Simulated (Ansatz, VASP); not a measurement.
**Two plane-wave programs on InTe4W**

```xyz
6
Lattice="7.2972 0.0000 0.0000 0.0000 7.2972 0.0000 0.0000 0.0000 4.2123" Properties=species:S:1:pos:R:3 pbc="T T T"
In    0.0000    0.0000    2.1061
Te    2.2772    0.0000    0.0000
Te    5.0201    0.0000    0.0000
Te    0.0000    2.2772    0.0000
Te    0.0000    5.0201    0.0000
W     3.6486    3.6486    0.0000
```

Alike in both runs: functional PBE; k mesh 4 × 4 × 4; occupations gaussian, width 0.1 eV; no spin polarisation.

Ansatz relaxed the structure, and its values are those at the end. VASP's run is a single point on that final structure, the one shown.

|  | VASP | Ansatz |
| --- | --- | --- |
| version | VASP 6.6.1 | Ansatz 0.2.0 |
| potentials or method | VASP PAW PBE potentials, release 64 (In_d, Te, W_sv), cutoff 520 eV | scalar-relativistic, plane waves, PAW |
| valence electrons in the cell | 51 | 91 |

|  | VASP | Ansatz | Ansatz less VASP |
| --- | --- | --- | --- |
| gap on the k mesh at the Fermi level (eV) | none | none | - |
| pressure (GPa) | 0.0 | 0.0 | +0.02 |
| rms of the force components (eV/Å) | 0.006 | 0.002 | -0.0039 |

A gap of «none» marks a metal or a gap that the smearing closes. VASP's potentials hold 51 valence electrons a cell and Ansatz's 91, so a difference there can come from the potentials and not from the codes.

The k mesh is coarse, so the values compare programs but aren't converged. Spin-orbit coupling is off throughout.
